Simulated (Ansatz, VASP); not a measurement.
One calculation of Bi, two programs

File INCAR:

```
SYSTEM = Bi
PREC = Accurate
ENCUT = 520
EDIFF = 1E-6
ISMEAR = -1
SIGMA = 0.05
LREAL = .FALSE.
LASPH = .TRUE.
NELM = 100
ALGO = Normal
ISIF = 2
LWAVE = .FALSE.
LCHARG = .FALSE.
GGA = PE
NBANDS = 22
```

The input KPOINTS:

```
Automatic mesh
0
G
  11 11 11
  0 0 0
```

POSCAR

```
Bi
1.0
    0.0000000000      3.4520735356      3.4520735356
    3.4520735356      0.0000000000      3.4520735356
    3.4520735356      3.4520735356      0.0000000000
Bi
2
Direct
   -0.1250000000     -0.1250000000     -0.1250000000
    0.1250000000      0.1250000000      0.1250000000
```

Input for Ansatz:

```yaml
crystal:
  lattice:
    - [0.0, 3.4520735356, 3.4520735356]
    - [3.4520735356, 0.0, 3.4520735356]
    - [3.4520735356, 3.4520735356, 0.0]
  atoms:
    - { symbol: Bi, position: [-0.125, -0.125, -0.125] }
    - { symbol: Bi, position: [0.125, 0.125, 0.125] }
kpoints:
  mp_grid: { grid: [11, 11, 11] }
scf:
  occupations: { method: fermi_dirac, width: 0.05 }
hamiltonian:
  xc: pbe
  pseudopotentials: { kind: paw }
output:
  forces: true
  stress: true
  eigenvalues: true
  populations: true
```

Change from the starting cell: volume scaled by 0.85, PAW files.

Alike in both runs: task single point; functional PBE; k mesh 11 × 11 × 11; occupations fermi-dirac, width 0.05 eV; no spin polarisation.

```csv
,VASP,Ansatz
version,VASP 6.6.1,Ansatz 0.2.0
potentials or method,"VASP PAW PBE potentials, release 64 (Bi_d)","PAW with Ansatz's default frozen-core files, scalar-relativistic"
plane-wave cutoff (eV),520,420
valence electrons in the cell,30,30
```

Ansatz gave:

```
pressure (GPa) : 6.6
```

**Question.** What did VASP give for the same quantities?

**Answer.** Pressure (GPa): 6.5.

The functional is the same, so the differences come from potentials, cutoffs and numerics.

Neither program's run includes spin-orbit coupling.
